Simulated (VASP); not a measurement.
Crystal: K3Ag2.

```xyz
5
Lattice="6.6681 0.0000 0.0000 0.0000 6.6681 0.0000 0.0000 0.0000 6.6681" Properties=species:S:1:pos:R:3 pbc="T T T"
K     0.0000    3.3341    3.3341
K     3.3341    0.0000    3.3341
K     3.3341    3.3341    0.0000
Ag    0.0000    0.0000    0.0000
Ag    3.3341    3.3341    3.3341
```

```yaml
Program: VASP 6.6.1
Task: relaxation of cell and atoms
Functional: PBE
Potentials_or_basis: VASP PAW PBE potentials, release 64 (K_sv, Ag)
Cutoff: 600 eV
k_mesh: 4 × 4 × 4
Occupations: gaussian, width 0.1 eV
Spin: no spin polarisation
```

At the start: pressure -0.6 GPa; volume 59.30 Å³/atom.

**Question.** Where does the relaxation end?

**Answer.** Over 3 steps the energy falls by 11.5 meV/atom and the volume is 53.89 Å³/atom (-9.1 %); space group Pm-3m (No. 221, to 0.05 Å).

The path:
| step | energy change (eV) | largest force (eV/Å) | pressure (GPa) | volume (Å³) |
| --- | --- | --- | --- | --- |
| 1 | 0.0000 | 0.0000 | -0.55 | 296.49 |
| 2 | -0.0268 | 0.0000 | -0.43 | 287.80 |
| 3 | -0.0576 | 0.0000 | -0.09 | 269.46 |

Final structure:
```
K Ag
1.0
     6.45897    0.00000    0.00000
     0.00000    6.45897    0.00000
     0.00000    0.00000    6.45897
K Ag
3 2
Direct
  0.00000 0.50000 0.50000
  0.50000 0.00000 0.50000
  0.50000 0.50000 0.00000
  0.00000 0.00000 0.00000
  0.50000 0.50000 0.50000
```
